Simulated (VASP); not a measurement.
Input of a VASP 6.6.1 run:

The input POSCAR:

```
V
1.0
   -1.5342779432      1.5342779432      1.5342779432
    1.5342779432     -1.5342779432      1.5342779432
    1.5342779432      1.5342779432     -1.5342779432
V
1
Direct
    0.0000000000      0.0000000000      0.0000000000
```

INCAR.step1

```
SYSTEM = V
ALGO = Normal ; EDIFF = 1E-4
ENCUT = 520 ; GGA = PE
ISMEAR = -1 ; ISPIN = 2
LASPH = .True. ; LCHARG = .False.
LMAXMIX = 4 ; LREAL = .False.
LWAVE = .True. ; MAGMOM = 2
NBANDS = 16 ; NELM = 150
PREC = Accurate ; SIGMA = 0.05
```

The input INCAR.step2:

```
SYSTEM = V
ALGO = Normal ; EDIFF = 1E-6
ENCUT = 520 ; ISIF = 2
ISMEAR = -1 ; ISPIN = 2
ISTART = 1 ; LASPH = .True.
LCHARG = .False. ; LMAXMIX = 4
LMIXTAU = .True. ; LORBIT = 11
LREAL = .False. ; LWAVE = .False.
MAGMOM = 2 ; METAGGA = R2SCAN
NBANDS = 16 ; NELM = 150
PREC = Accurate ; SIGMA = 0.05
```

Contents of KPOINTS:

```
k-points
0
Gamma
  12 12 12
  0 0 0
```

Potentials or basis: VASP PAW PBE potentials, release 64 (V_sv).

Run with:

```console
$ cat potpaw_PBE.64/V_sv/POTCAR > POTCAR
$ cp INCAR.step1 INCAR
$ mpirun -np 1 vasp_std > vasp.out
$ cp INCAR.step2 INCAR
$ mpirun -np 1 vasp_std > vasp.out
```

(1) Estimate the pressure.

(2) What does it give for the net moment?

Results:

(1) -13.4 GPa.

(2) 0.00 μB per cell.

Caveat: the PAW data sets were made with another functional, which shifts forces and pressure a little.
